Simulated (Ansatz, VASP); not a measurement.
**GeSb4Te7 in VASP and in Ansatz**

```
Ge Sb Te
1.0
     4.17334    0.00000    0.00000
    -2.08667    3.61422    0.00000
     0.00000    0.00000   22.75119
Ge Sb Te
1 4 7
Direct
  0.00000 0.00000 0.50000
  0.66667 0.33333 0.91475
  0.33333 0.66667 0.34270
  0.33333 0.66667 0.08525
  0.66667 0.33333 0.65730
  0.33333 0.66667 0.83891
  0.66667 0.33333 0.16109
  0.00000 0.00000 0.73295
  0.66667 0.33333 0.42863
  0.33333 0.66667 0.57137
  0.00000 0.00000 0.00000
  0.00000 0.00000 0.26705
```

Alike in both runs: task single point; functional PBEsol; k mesh 12 × 12 × 2; occupations gaussian, width 0.01 eV; no spin polarisation.

```csv
,VASP,Ansatz
version,VASP 6.6.1,Ansatz 0.2.0
potentials or method,"VASP PAW PBE potentials, release 64 (Ge_d, Sb, Te), cutoff 520 eV","scalar-relativistic, plane waves, PAW"
valence electrons in the cell,76,186
```

Ansatz gave:

- gap on the k mesh at the Fermi level (eV): none
- pressure (GPa): 3.3
- rms of the force components (eV/Å): 0.000

**Question.** What did VASP give for the same quantities?

**Answer.** gap on the k mesh at the Fermi level (eV): none; pressure (GPa): 3.4; rms of the force components (eV/Å): 0.017.

VASP's potentials were made for PBE, not for PBEsol. Atom by atom the forces differ by 0.017 eV/Å (rms over components). A gap of «none» marks a metal or a gap that the smearing closes. VASP's potentials hold 76 valence electrons a cell and Ansatz's 186, so a difference there can come from the potentials and not from the codes.

Spin-orbit coupling is off throughout.
